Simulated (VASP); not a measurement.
Runs of VASP 6.6.1 on BeTe. The structure is that of space group F-43m (No. 216), or close to it. The cells are those of the table. 

```csv
cell,cutoff (eV),gap on the mesh (eV),pressure (GPa)
"a = 4.104 Å, angles 60.0°, 2 atoms",600,2.18,-3.5
"a = 3.923 Å, angles 60.0°, 2 atoms",520,1.86,(a)
"a = 4.005 Å, angles 60.0°, 2 atoms",520,(c),(b)
"a = 3.997 Å, angles 60.0°, 2 atoms",600,2.00,0.5
"a = 4.083 Å, angles 60.0°, 2 atoms",520,2.15,-2.8
```

Alike in all rows: task single point; level PBE; potentials or basis VASP PAW PBE potentials, release 64 (Be, Te); no spin polarisation; k mesh 8 × 8 × 8; smearing gaussian 0.02 eV.

**Question.** Fill in the values left out.

**Answer.** (a) 4.1; (b) 0.1; (c) 2.01.

Caveats: spin-orbit coupling is left out, which moves the levels of the heavy elements.

A k mesh can miss the band edges, and the runs leave out spin-orbit coupling on Te.
